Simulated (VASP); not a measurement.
Here is a VASP 6.6.1 calculation.

Contents of INCAR:

```
PREC = Accurate ; ENCUT = 520
EDIFF = 1E-7 ; ISMEAR = 0
SIGMA = 0.15 ; LREAL = F
LASPH = T ; NELM = 60
ALGO = Normal ; ISIF = 2
LWAVE = F ; LCHARG = T
GGA = CA ; LELF = T
LVHAR = T ; NBANDS = 16
```

Contents of KPOINTS:

```
regular mesh
0
Gamma
  16 16 16
```

Contents of POSCAR:

```
Si
1.0
    0.0000000000      2.8517759220      3.9543264120
    2.6198019896      0.0000000000      3.9543264120
    2.6198019896      2.8517759220      0.0000000000
Si
4
Direct
    0.7297169282      0.2702830718      0.7297169282
    0.2702830718      0.7297169282      0.2702830718
    0.7744251954      0.7744251954      0.2255748046
    0.2255748046      0.2255748046      0.7744251954
```

Potentials or basis: VASP PAW LDA potentials, release 64 (Si).

Command:

```sh
$ cat potpaw_LDA.64/Si/POTCAR > POTCAR
$ mpirun -np 1 vasp_std > vasp.out
```

Task: Estimate the pressure.

Result: 3.9 GPa.

Task: Estimate the largest force.

Result: 0.923 eV/Å.

Stress tensor (GPa, compression positive):
```
-11.62   0.00   0.00
  0.00   7.32   0.00
  0.00   0.00  15.90
```

Caveat: the cell stands under pressure.
